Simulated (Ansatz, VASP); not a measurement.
SiC in VASP and in Ansatz

INCAR

```
PREC     = Accurate       # precision mode
ENCUT    = 520            # plane-wave cutoff, eV
EDIFF    = 1E-6           # SCF threshold, eV
ISMEAR   = 0              # smearing method
SIGMA    = 0.01           # smearing width, eV
LREAL    = F              # projectors in reciprocal space
LASPH    = T              # aspherical terms in the spheres
NELM     = 100            # most SCF steps
ALGO     = Normal         # electronic algorithm
ISIF     = 2              # what is computed and relaxed
LWAVE    = F              # write WAVECAR
LCHARG   = F              # write CHGCAR
GGA      = PE             # functional
NBANDS   = 26             # bands
```

Contents of KPOINTS:

```
Automatic mesh
0
Gamma
  9 9 2
```

POSCAR

```
SiC
1.0
    3.0309289759      0.0000000000      0.0000000000
   -1.5154644879      2.6248614902      0.0000000000
    0.0000000000      0.0000000000      9.9228200355
Si C
4 4
Direct
    0.6666666667      0.3333333333      0.9378481361
    0.3333333333      0.6666666667      0.4378481361
    0.0000000000      0.0000000000      0.6878946538
    0.0000000000      0.0000000000      0.1878946538
    0.6666666667      0.3333333333      0.7498045638
    0.3333333333      0.6666666667      0.2498045638
    0.0000000000      0.0000000000      0.5004516463
    0.0000000000      0.0000000000      0.0004516463
```

Input for Ansatz:

```yaml
crystal:
  lattice:
    - [3.0309289759, 0.0, 0.0]
    - [-1.5154644879, 2.6248614902, 0.0]
    - [0.0, 0.0, 9.9228200355]
  atoms:
    - { symbol: Si, position: [0.6666666667, 0.3333333333, 0.9378481361] }
    - { symbol: Si, position: [0.3333333333, 0.6666666667, 0.4378481361] }
    - { symbol: Si, position: [0.0, 0.0, 0.6878946538] }
    - { symbol: Si, position: [0.0, 0.0, 0.1878946538] }
    - { symbol: C, position: [0.6666666667, 0.3333333333, 0.7498045638] }
    - { symbol: C, position: [0.3333333333, 0.6666666667, 0.2498045638] }
    - { symbol: C, position: [0.0, 0.0, 0.5004516463] }
    - { symbol: C, position: [0.0, 0.0, 0.0004516463] }
kpoints:
  mp_grid: { grid: [9, 9, 2] }
hamiltonian:
  xc: pbe
scf:
  occupations: { method: fixed }
  n_extra_bands: 6
output:
  forces: true
  stress: true
  eigenvalues: true
```

Alike in both runs: task single point; functional PBE; k mesh 9 × 9 × 2; no spin polarisation.

```csv
,VASP,Ansatz
version,VASP 6.6.1,Ansatz 0.2.0
potentials or method,"VASP PAW PBE potentials, release 64 (Si, C)","plane waves, PAW"
plane-wave cutoff (eV),520,420
occupations,"gaussian, width 0.01 eV",fixed
valence electrons in the cell,32,32
```

```tsv
	VASP	Ansatz	Ansatz less VASP
gap on the k mesh at the Fermi level (eV)	2.35	2.36	+0.001
pressure (GPa)	14.8	14.9	+0.09
traceless stress, the component that is largest in VASP (GPa)	-0.14	-0.15	-0.006
rms of the force components (eV/Å)	0.007	0.007	+0.0005
```

Atom by atom the forces differ by 0.001 eV/Å (rms over components).
